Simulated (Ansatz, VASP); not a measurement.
## Nb2B3C in VASP and in Ansatz

INCAR

```
PREC = Accurate ; ENCUT = 600
EDIFF = 1E-6 ; ISMEAR = 0
SIGMA = 0.1 ; LREAL = False
LASPH = True ; NELM = 60
ALGO = Normal ; ISIF = 3
LWAVE = False ; LCHARG = False
GGA = PE ; IBRION = 2
NSW = 100 ; EDIFFG = -0.01
```

KPOINTS

```
regular mesh
0
Gamma
  14 14 6
```

File POSCAR:

```
Nb2B3C
1.0
    2.7613822753      0.0000000000      0.0000000000
    0.0000000000      2.7613822753      0.0000000000
    0.0000000000      0.0000000000      7.6228627250
Nb B C
2 3 1
Direct
    0.5000000000      0.5000000000      0.8141722806
    0.5000000000      0.5000000000      0.1858277194
    0.0000000000      0.0000000000      0.6090221576
    0.0000000000      0.0000000000      0.3909778424
    0.5000000000      0.5000000000      0.5000000000
    0.0000000000      0.0000000000      0.0000000000
```

Input for Ansatz:

```yaml
crystal:
  lattice:
    - [2.7613822753, 0.0, 0.0]
    - [0.0, 2.7613822753, 0.0]
    - [0.0, 0.0, 7.622862725]
  atoms:
    - { symbol: Nb, position: [0.5, 0.5, 0.8141722806] }
    - { symbol: Nb, position: [0.5, 0.5, 0.1858277194] }
    - { symbol: B, position: [0.0, 0.0, 0.6090221576] }
    - { symbol: B, position: [0.0, 0.0, 0.3909778424] }
    - { symbol: B, position: [0.5, 0.5, 0.5] }
    - { symbol: C, position: [0.0, 0.0, 0.0] }
basis:
  ecutwfc: 420
kpoints:
  mp_grid: { grid: [14, 14, 6] }
hamiltonian:
  xc: pbe
scf:
  occupations: { method: gaussian, width: 0.1 }
output:
  forces: true
  stress: true
  eigenvalues: true
  write_density: true
  write_potential: true
  elf: true
  volumetric_format: npy
relax:
  adjacent_minimum: "off"
  f_tol: 0.01
  max_steps: 80
  cell: { stress_tol: 0.05 }
```

Change from the starting cell: species swapped into the Er2Mg3Ru type (P4/mmm, No. 123).

Alike in both runs: task relaxation of cell and atoms; functional PBE; k mesh 14 × 14 × 6; occupations gaussian, width 0.1 eV; no spin polarisation.

|  | VASP | Ansatz |
| --- | --- | --- |
| version | VASP 6.6.1 | Ansatz 0.2.0 |
| potentials or method | VASP PAW PBE potentials, release 64 (Nb_sv, B, C), cutoff 600 eV | scalar-relativistic, plane waves, PAW |
| valence electrons in the cell | 39 | 39 |

|  | VASP | Ansatz | Ansatz less VASP |
| --- | --- | --- | --- |
| gap on the k mesh at the Fermi level, each at its own relaxed structure (eV) | none | none | - |
| relaxed volume (Å³/atom) | 9.66 | 9.67 | +0.012 |
| relaxed length of the cell vector where the two differ most in proportion (Å) | 7.549 | 7.553 | +0.0043 |

A gap of «none» marks a metal or a gap that the smearing closes.
